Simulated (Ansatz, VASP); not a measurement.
# Se in VASP and in Ansatz

POSCAR

```
Se
1.0
    4.3662000000      0.0000000000      0.0000000000
   -2.1831000000      3.7812401180      0.0000000000
    0.0000000000      0.0000000000      4.9536000000
Se
3
Direct
    0.7746000000      0.7746000000      0.0000000000
    0.0000000000      0.2254000000      0.6666666667
    0.2254000000      0.0000000000      0.3333333333
```

Contents of INCAR.step1:

```
ALGO = Normal
EDIFF = 1E-5
ENCUT = 520
GGA = PE
ISIF = 2
ISMEAR = -1
LASPH = True
LREAL = False
LWAVE = True
NBANDS = 16
NELM = 80
PREC = Accurate
SIGMA = 0.05
```

File INCAR.step2:

```
AEXX = 0.1
ALGO = Normal
EDIFF = 1E-6
ENCUT = 520
GGA = PE
HFSCREEN = 0.2078699
ISIF = 2
ISMEAR = -1
ISTART = 1
LASPH = True
LCHARG = True
LELF = True
LHFCALC = True
LREAL = False
LVHAR = True
LWAVE = False
NBANDS = 16
NELM = 80
PREC = Accurate
PRECFOCK = Normal
SIGMA = 0.05
```

File KPOINTS:

```
k-points
0
Gamma
  4 4 3
```

Contents of input.yaml:

```yaml
crystal:
  lattice:
    - [4.3662, 0.0, 0.0]
    - [-2.1831, 3.781240118, 0.0]
    - [0.0, 0.0, 4.9536]
  atoms:
    - { symbol: Se, position: [0.7746, 0.7746, 0.0] }
    - { symbol: Se, position: [0.0, 0.2254, 0.6666666667] }
    - { symbol: Se, position: [0.2254, 0.0, 0.3333333333] }
hamiltonian:
  xc:
    exchange: pbe
    correlation: pbe
    exx: { coeff: 0.1, omega: 0.2078699 }
  pseudopotentials: { kind: paw }
kpoints:
  mp_grid: { grid: [4, 4, 3] }
scf:
  occupations: { method: fermi_dirac, width: 0.05 }
output:
  forces: true
  stress: true
  eigenvalues: true
```

Alike in both runs: task single point; functional PBE-based screened hybrid; k mesh 4 × 4 × 3; occupations fermi-dirac, width 0.05 eV; no spin polarisation.

|  | VASP | Ansatz |
| --- | --- | --- |
| version | VASP 6.6.1 | Ansatz 0.2.0 |
| potentials or method | VASP PAW PBE potentials, release 64 (Se) | Ansatz PAW |
| plane-wave cutoff (eV) | 520 | 420 |
| valence electrons in the cell | 18 | 48 |

VASP gave:

- gap on the k mesh at the Fermi level (eV): 1.91
- least direct gap on the mesh (eV): 2.30
- pressure (GPa): 1.9
- traceless stress, the component that is largest in VASP (GPa): 0.44
- rms of the force components (eV/Å): 0.092

Task: What did Ansatz give for the same quantities?

Result: gap on the k mesh at the Fermi level (eV): 1.91; least direct gap on the mesh (eV): 2.30; pressure (GPa): 1.9; traceless stress, the component that is largest in VASP (GPa): 0.46; rms of the force components (eV/Å): 0.088.

VASP's potentials were made for PBE, not for PBE-based screened hybrid. Atom by atom the forces differ by 0.004 eV/Å (rms over components). With one functional, cell and mesh, what is left measures potentials, basis and numerics. VASP's potentials hold 18 valence electrons a cell and Ansatz's 48, so a difference there can come from the potentials and not from the codes.

The k mesh is coarse, so the values compare programs but aren't converged. Noted on Ansatz's run: odd divisions of the mesh miss points on the zone boundary, where band edges often lie, so the gap on the mesh can be too wide.
